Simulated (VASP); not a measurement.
Write the native input for VASP 6.6.1 that does the following.

```
Task                   : single point
Functional             : PBE
Potentials or basis    : VASP PAW PBE potentials, release 64 (W_sv)
Cutoff                 : 520 eV
k mesh                 : 10 × 10 × 10
Occupations            : gaussian, width 0.1 eV
Spin                   : no spin polarisation
Dipole correction      : no
Further INCAR settings : ALGO = Normal; EDIFF = 1e-06; NBANDS = 13
```

The structure of W lies in POSCAR:

```
W
1.0
   -1.5823450000      1.5823450000      1.5823450000
    1.5823450000     -1.5823450000      1.5823450000
    1.5823450000      1.5823450000     -1.5823450000
W
1
Direct
    0.0000000000      0.0000000000      0.0000000000
```

These files were run (other wordings do the same):

INCAR

```
SYSTEM = W
PREC = Accurate
ENCUT = 520
EDIFF = 1E-6
ISMEAR = 0
SIGMA = 0.1
LREAL = .False.
LASPH = .True.
NELM = 100
ALGO = Normal
ISIF = 2
LWAVE = .False.
LCHARG = .False.
GGA = PE
NBANDS = 13
```

KPOINTS

```
Automatic mesh
0
Gamma
  10 10 10
  0 0 0
```

Potentials or basis: VASP PAW PBE potentials, release 64 (W_sv).

Run with:

```sh
$ cat potpaw_PBE.64/W_sv/POTCAR > POTCAR
$ mpirun -np 1 vasp_std > vasp.out
```

Results of the run:

```
Pressure               : 6.4 GPa
Band gap on the k mesh : zero (bands 7 and 8 overlap by 6.40 eV)
```

Caveat: the cell stands under pressure; spin-orbit coupling is left out, which moves the levels of the heavy elements.

Wall time 3.2 s on 1 thread of Intel(R) Xeon(R) 6975P-C (Granite Rapids), on a shared host, peak memory 0.12 GiB.
